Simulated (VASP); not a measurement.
## TiTe2: relaxation of shape and atoms at fixed volume with PBE+D3(BJ)

The system is TiTe2.

```
Ti Te
1.0
     3.62638    0.00000    0.00000
    -1.81319    3.14054    0.00000
     0.00000    0.00000    6.23351
Ti Te
1 2
Direct
  0.00000 0.00000 0.00000
  0.66667 0.33333 0.27523
  0.33333 0.66667 0.72477
```

* Program: VASP 6.6.1
* Task: relaxation of shape and atoms at fixed volume
* Functional: PBE
* Dispersion: D3(BJ)
* Potentials or basis: VASP PAW PBE potentials, release 64 (Ti_sv, Te)
* Cutoff: 600 eV
* k mesh: 12 × 12 × 8
* Occupations: gaussian, width 0.1 eV
* Spin: no spin polarisation
* Dipole correction: no
* Further INCAR settings: ALGO = Normal; EDIFF = 1e-06; IBRION = 2; EDIFFG = -0.01; NSW = 50; ISIF = 4

The energy gained by relaxing is 2.1 meV/atom. The ionic steps are 6. The pressure after relaxing is 3.1 GPa, the largest force after relaxing is 0.004 eV/Å and the band gap on the k mesh is zero (bands 12 and 13 overlap by 0.88 eV). The dispersion energy per atom is -0.556 eV.

Forces in eV/Å, atoms in the order of the input:
```
Ti   0.000  0.000  0.000
Te   0.000  0.000  0.004
Te   0.000  0.000 -0.004
```

The path:
| step | energy change (eV) | largest force (eV/Å) | pressure (GPa) | volume (Å³) |
| --- | --- | --- | --- | --- |
| 1 | 0.0000 | 0.2810 | 3.86 | 70.99 |
| 2 | -0.0052 | 0.0990 | 3.39 | 70.99 |
| 3 | -0.0059 | 0.0103 | 3.12 | 70.99 |
| 4 | -0.0059 | 0.0155 | 3.14 | 70.99 |
| 5 | -0.0062 | 0.0098 | 3.11 | 70.99 |
| 6 | -0.0063 | 0.0043 | 3.09 | 70.99 |

Final structure:
```cif
data_structure
_symmetry_space_group_name_H-M 'P 1'
_symmetry_Int_Tables_number 1
_cell_length_a 3.6281
_cell_length_b 3.6281
_cell_length_c 6.2276
_cell_angle_alpha 90.000
_cell_angle_beta 90.000
_cell_angle_gamma 120.000
_cell_volume 70.99
loop_
_atom_site_label
_atom_site_type_symbol
_atom_site_fract_x
_atom_site_fract_y
_atom_site_fract_z
_atom_site_occupancy
Ti1 Ti 0.00000 0.00000 0.00000 1
Te1 Te 0.66667 0.33333 0.27883 1
Te2 Te 0.33333 0.66667 0.72117 1
```

Levels at points of the mesh, in eV from the Fermi level:
| k point | band 10 | band 11 | band 12 | band 13 | band 14 | band 15 |
| --- | --- | --- | --- | --- | --- | --- |
| (0.00, 0.00, 0.00) | 0.17 | 0.49 | 0.49 | 0.98 | 1.47 | 1.47 |
| (0.50, 0.00, 0.00) | -2.65 | -1.71 | -1.28 | -0.09 | 1.42 | 1.79 |
| (0.00, 0.00, 0.50) | -1.46 | 0.48 | 0.48 | 0.89 | 0.89 | 1.22 |
| (0.50, 0.00, 0.50) | -2.21 | -0.82 | -0.51 | -0.32 | 1.41 | 1.80 |

It took 14 min on 1 thread of Intel Xeon 8259CL, on a shared host, peak memory 0.36 GiB.

Caveat: spin-orbit coupling is left out, which moves the levels of the heavy elements.
